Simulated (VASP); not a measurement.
# ZrSi2 (Fm-3m) in VASP: single point with PBE

Aim: the single point of ZrSi2 with PBE.

All numbers are computed with VASP 6.6.1; they aren't measurements. Logs are shortened: lines on timing, memory, paths and dates and some standing lists are left out, and cuts for length are marked.

## Step 1: The cell of the first run

The structure is cubic, space group Fm-3m (No. 225). The conventional cell has a = 6.292 Å, b = 6.292 Å, c = 6.292 Å, α = 90.00°, β = 90.00°, γ = 90.00°. Zr (site symmetry m-3m) has 8 Si at 2.72 Å within 3.6 Å. Si (site symmetry -43m) has 4 Zr at 2.72 Å and 6 Si at 3.15 Å within 3.6 Å.

The cell was generated, and may not be a known phase.

## Step 2: Single point, PBE

Contents of INCAR:

```
SYSTEM = ZrSi2
PREC = Accurate ; ENCUT = 500
EDIFF = 1E-6 ; ISMEAR = 0
SIGMA = 0.2 ; LREAL = .FALSE.
LASPH = .TRUE. ; NELM = 120
ALGO = Normal ; ISIF = 2
LWAVE = .FALSE. ; LCHARG = .FALSE.
GGA = PE ; NBANDS = 17
GGA_COMPAT = .FALSE.
```

Contents of KPOINTS:

```
regular mesh
0
G
  6 6 6
  0 0 0
```

Contents of POSCAR:

```
ZrSi2
1.0
    0.0000000000      3.1459201106      3.1459201106
    3.1459201106      0.0000000000      3.1459201106
    3.1459201106      3.1459201106      0.0000000000
Zr Si
1 2
Direct
    0.0000000000      0.0000000000      0.0000000000
    0.2500000000      0.2500000000      0.2500000000
    0.7500000000      0.7500000000      0.7500000000
```

Potentials or basis: VASP PAW PBE potentials, release 64 (Zr_sv, Si).

On the command line:

```
cat potpaw_PBE.64/Zr_sv/POTCAR potpaw_PBE.64/Si/POTCAR > POTCAR
mpirun -np 1 vasp_std > vasp.out
```

OUTCAR:

```text
SYSTEM = ZrSi2
   PREC = Accurate
   ENCUT = 500
   EDIFF = 1E-6
   ISMEAR = 0
   LREAL = .FALSE.
   LASPH = .TRUE.
   NELM = 120
   ISIF = 2
   GGA = PE

 ion  position               nearest neighbor table
   1  0.000  0.000  0.000-   3 2.72   3 2.72   3 2.72   2 2.72   3 2.72   2 2.72   2 2.72   2 2.72

   2  0.250  0.250  0.250-   1 2.72   1 2.72   1 2.72   1 2.72   3 3.15   3 3.15   3 3.15   3 3.15
                             3 3.15   3 3.15
   3  0.750  0.750  0.750-   1 2.72   1 2.72   1 2.72   1 2.72   2 3.15   2 3.15   2 3.15   2 3.15
                             2 3.15   2 3.15

  LATTYP: Found a face centered cubic cell.
 ALAT       =     6.2918402212

  Lattice vectors:

 A1 = (   0.0000000000,   3.1459201106,   3.1459201106)
 A2 = (   3.1459201106,   0.0000000000,   3.1459201106)
 A3 = (   3.1459201106,   3.1459201106,   0.0000000000)

Analysis of symmetry for initial positions (statically):
=====================================================================
 Subroutine PRICEL returns:
 Original cell was already a primitive cell.

 Routine SETGRP: Setting up the symmetry group for a
 face centered cubic supercell.

 Subroutine GETGRP returns: Found 48 space group operations
 (whereof 48 operations were pure point group operations)
 out of a pool of 48 trial point group operations.

The static configuration has the point symmetry O_h .

Analysis of symmetry for dynamics (positions and initial velocities):
=====================================================================
 Subroutine PRICEL returns:
 Original cell was already a primitive cell.

 Routine SETGRP: Setting up the symmetry group for a
 face centered cubic supercell.

 Subroutine GETGRP returns: Found 48 space group operations
 (whereof 48 operations were pure point group operations)
 out of a pool of 48 trial point group operations.

The dynamic configuration has the point symmetry O_h .

 Subroutine INISYM returns: Found 48 space group operations
 (whereof 48 operations are pure point group operations),
 and found     1 'primitive' translations

----------------------------------------------------------------------------------------

                                     Primitive cell

  volume of cell :      62.2692

  direct lattice vectors                    reciprocal lattice vectors
     0.000000000  3.145920111  3.145920111    -0.158936013  0.158936013  0.158936013
     3.145920111  0.000000000  3.145920111     0.158936013 -0.158936013  0.158936013
     3.145920111  3.145920111  0.000000000     0.158936013  0.158936013 -0.158936013

[... 77 lines left out ...]
   LREAL  =      F    real-space projection
   EDIFFG = 0.1E-04   stopping-criterion for IOM
   NSW    =      0    number of steps for IOM
   IBRION =     -1    ionic relax: 0-MD 1-quasi-New 2-CG
   NFREE  =      0    steps in history (QN), initial steepest desc. (CG)
   ISIF   =      2    stress and relaxation
   ISYM   =      2    0-nonsym 1-usesym 2-fastsym
   POTIM  = 0.5000    time-step for ionic-motion
   TEBEG  =    0.0;   TEEND  =   0.0 temperature during run
   PSTRESS=    0.0 pullay stress
   NELECT =      20.0000    total number of electrons
   NUPDOWN=      -1.0000    fix difference up-down
   EMIN   =  10.00;   EMAX   =-10.00  energy-range for DOS
   EFERMI =   0.00;   METHOD = LEGACY
   ISMEAR =     0;   SIGMA  =   0.20  broadening in eV -4-tet -1-fermi 0-gaus
   EFERMI_NEDOS =   21; number of points for ismear=-14 and -15
   IALGO  =     38    algorithm
   IMIX   =      4    mixing-type and parameters
     AMIX     =   0.40;   BMIX     =  1.00
     AMIX_MAG =   1.60;   BMIX_MAG =  1.00
  volume/ion in A,a.u.               =      20.76       140.07
  Fermi-wavevector in a.u.,A,eV,Ry     =   1.121142  2.118650 17.101959  1.256959
  Thomas-Fermi vector in A             =   2.257793
   LORBIT       =      0    0 simple, 1 ext, 2 COOP (PROOUT), +10 PAW based schemes
   GGA     = PE    functional components
   LHFCALC =     F    Hartree Fock is set to
   AEXX    =    0.0000 exact exchange contribution
   IVDW    =     0    specifies the selected vdW correction
   LEPSILON=     F    determine dielectric tensor
   LRPA    =     F    only Hartree local field effects (RPA)
 non-spin polarized calculation
 Gauss-broadening in eV      SIGMA  =   0.20
  energy-cutoff  :      500.00
  volume of cell :       62.27
 maximum number of plane-waves:      1596
   NGX = 17   NGY = 17   NGZ = 17

 number of electron      19.9999999 magnetization

 Free energy of the ion-electron system (eV)
  ---------------------------------------------------
  ext. energy  EPLUGINS =         0.00000000
  ---------------------------------------------------
  free energy    TOTEN  =       -18.74518093 eV

  energy without entropy =      -18.66946695  energy(sigma->0) =      -18.70732394

 E-fermi :   7.2443     XC(G=0): -10.1629

 val. band max:        7.2413894257   @ k =  -0.1667   0.1667   0.0000
 cond. band min:       7.3046526767   @ k =   0.5000   0.1667   0.0000
 fundamental gap:      0.0632632510
 Fermi energy:         7.2442914210

 k-point     1 :       0.0000    0.0000    0.0000
  band No.  band energies     occupation
      1     -41.5924      2.00000
      2     -19.6986      2.00000
      3     -19.6986      2.00000
      4     -19.6986      2.00000
      5      -3.0637      2.00000
      6       3.7432      2.00000
[... 297 lines left out ...]
      4     -19.7189      2.00000
      5      -0.2284      2.00000
      6       0.1248      2.00000
[... 9 lines left out ...]
     16      12.3405      0.00000
     17      13.8440      0.00000

------------------------ aborting loop because EDIFF is reached ----------------------------------------

  FORCE on cell =-STRESS in cart. coord.  units (eV):
  Direction    XX          YY          ZZ          XY          YZ          ZX
  --------------------------------------------------------------------------------------
  -------------------------------------------------------------------------------------
  Total       -0.0477616     -0.0477616     -0.0477616      0.0000000     -0.0000000      0.0000000
  in kB       -1.2288991     -1.2288991     -1.2288991      0.0000000     -0.0000000      0.0000000
  external PRESSURE =      -1.2288991 kB  Pullay stress =       0.0000000 kB

 VOLUME and BASIS-vectors are now :
 -----------------------------------------------------------------------------
  energy-cutoff  :      500.00
  volume of cell :       62.27
      direct lattice vectors                 reciprocal lattice vectors
     0.000000000  3.145920111  3.145920111    -0.158936013  0.158936013  0.158936013
     3.145920111  0.000000000  3.145920111     0.158936013 -0.158936013  0.158936013
     3.145920111  3.145920111  0.000000000     0.158936013  0.158936013 -0.158936013

 POSITION                                       TOTAL-FORCE (eV/Angst)
 -----------------------------------------------------------------------------------
      0.00000      0.00000      0.00000         0.000000      0.000000      0.000000
      1.57296      1.57296      1.57296         0.000000      0.000000     -0.000000
      4.71888      4.71888      4.71888        -0.000000     -0.000000     -0.000000
 -----------------------------------------------------------------------------------
    total drift:                                0.000000     -0.000000      0.000000

  FREE ENERGIE OF THE ION-ELECTRON SYSTEM (eV)
  ---------------------------------------------------
  free  energy   TOTEN  =       -18.7451809350 eV

  energy  without entropy=      -18.6694669484  energy(sigma->0) =      -18.70732394
```

stdout:

```text
POSCAR found type information on POSCAR ZrSi
 POSCAR found :  2 types and       3 ions
 scaLAPACK will be used
 LDA part: xc-table for (Slater+PW92), standard interpolation
 POSCAR, INCAR and KPOINTS ok, starting setup
 FFT: planning ... GRIDC
 FFT: planning ... GRID_SOFT
 FFT: planning ... GRID
 WAVECAR not read
 entering main loop
```

Wall time 15 s (1 thread of Intel Xeon 8259CL, shared host); peak memory 0.17 GiB.

What came out:

| Item | Value |
| --- | --- |
| Free energy | -18.7452 eV |
| Pressure | -0.1 GPa |
| Band gap on the k mesh | zero (bands 10 and 11 overlap by 1.06 eV) |

The gap in the log of VASP goes by the Fermi energy; the results here count the filled bands.